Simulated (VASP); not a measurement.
Wanted: the native input for a VASP 6.6.1 run.

```yaml
Task: single point
Functional: PBEsol
Potentials_or_basis: VASP PAW PBE potentials, release 64 (W_sv, S)
Cutoff: 520 eV
k_mesh: 15 × 15 × 4
Occupations: gaussian, width 0.1 eV
Spin: no spin polarisation
Dipole_correction: no
Further_INCAR_settings: ALGO = Normal; EDIFF = 1e-06; NBANDS = 35
```

The structure of WS2 lies in POSCAR:

```
WS2
1.0
    2.8639010989      0.0000000000      0.0000000000
   -1.4319505494      2.4802111056      0.0000000000
    0.0000000000      0.0000000000     10.4123355576
W S
2 4
Direct
    0.3333333333      0.6666666667      0.2500000000
    0.6666666667      0.3333333333      0.7500000000
    0.3333333333      0.6666666667      0.5961522394
    0.6666666667      0.3333333333      0.0961522394
    0.3333333333      0.6666666667      0.9038477606
    0.6666666667      0.3333333333      0.4038477606
```

These files were run (other wordings do the same):

INCAR

```
ALGO     = Normal         # electronic algorithm
EDIFF    = 1E-6           # SCF threshold, eV
ENCUT    = 520            # plane-wave cutoff, eV
GGA      = PS             # functional
ISIF     = 2              # what is computed and relaxed
ISMEAR   = 0              # smearing method
LASPH    = True           # aspherical terms in the spheres
LCHARG   = False          # write CHGCAR
LREAL    = False          # projectors in reciprocal space
LWAVE    = False          # write WAVECAR
NBANDS   = 35             # bands
NELM     = 100            # most SCF steps
PREC     = Accurate       # precision mode
SIGMA    = 0.1            # smearing width, eV
```

KPOINTS

```
k-points
0
Gamma
  15 15 4
```

Potentials or basis: VASP PAW PBE potentials, release 64 (W_sv, S).

Command:

```bash
$ cat potpaw_PBE.64/W_sv/POTCAR potpaw_PBE.64/S/POTCAR > POTCAR
$ mpirun -np 1 vasp_std > vasp.out
```

Results of the run:

```yaml
Pressure: 60.6 GPa
Largest_force: 0.007 eV/Å
Band_gap_on_the_k_mesh: zero (bands 26 and 27 overlap by 1.23 eV)
```

Caveat: the cell stands under pressure; the PAW data sets were made with another functional, which shifts forces and pressure a little; spin-orbit coupling is left out, which moves the levels of the heavy elements.

Wall time 99 s on 1 thread of Intel(R) Xeon(R) 6975P-C (Granite Rapids), on a shared host, peak memory 0.3 GiB.
